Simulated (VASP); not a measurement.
Wanted: the native input for a VASP 6.6.1 run.

| Quantity | Value |
| --- | --- |
| Task | single point |
| Functional | PBEsol |
| Potentials or basis | VASP PAW PBE potentials, release 64 (Cr_pv) |
| Cutoff | 520 eV |
| k mesh | 11 × 11 × 6 |
| Occupations | fermi-dirac, width 0.05 eV |
| Spin | collinear spin, ferromagnetic start |
| Starting moments | [1.5, 1.5] μB |
| Fixed moment | 3 μB |
| Dipole correction | no |
| Further INCAR settings | ALGO = Normal; EDIFF = 1e-06; NBANDS = 23 |

The structure of Cr lies in POSCAR:

```
Cr
1.0
    1.1470505050     -2.4670251200      0.0000000000
    1.1470505050      2.4670251200      0.0000000000
    0.0000000000      0.0000000000      4.0643107400
Cr
2
Direct
    0.8705325800      0.1294674200      0.7500000000
    0.1294674200      0.8705325800      0.2500000000
```

One way to write it, as run:

INCAR

```
PREC = Accurate
ENCUT = 520
EDIFF = 1E-6
ISMEAR = -1
SIGMA = 0.05
LREAL = False
LASPH = True
NELM = 150
ALGO = Normal
ISIF = 2
LWAVE = False
LCHARG = False
ISPIN = 2
MAGMOM = 1.5 1.5
LORBIT = 11
NUPDOWN = 3.0
LMAXMIX = 4
GGA = PS
NBANDS = 23
```

KPOINTS

```
regular mesh
0
Gamma
  11 11 6
```

Potentials or basis: VASP PAW PBE potentials, release 64 (Cr_pv).

Run with:

```bash
$ cat potpaw_PBE.64/Cr_pv/POTCAR > POTCAR
$ mpirun -np 1 vasp_std > vasp.out
```

Results of the run:

```json
{
 "Pressure": "12.1 GPa",
 "Largest force": "0.415 eV/Å",
 "Net moment": "3.00 μB per cell",
 "Site moments": "Cr +1.42 μB",
 "Valence electrons inside the program's atomic spheres": "Cr 11.12"
}
```

Caveat: the cell stands under pressure; the PAW data sets were made with another functional, which shifts forces and pressure a little; the total moment is fixed, so each spin has its own Fermi level.

Run time: 82 s on 1 thread of AMD EPYC 9R45 96-Core Processor (Zen 5), on a shared host, peak memory 0.19 GiB.
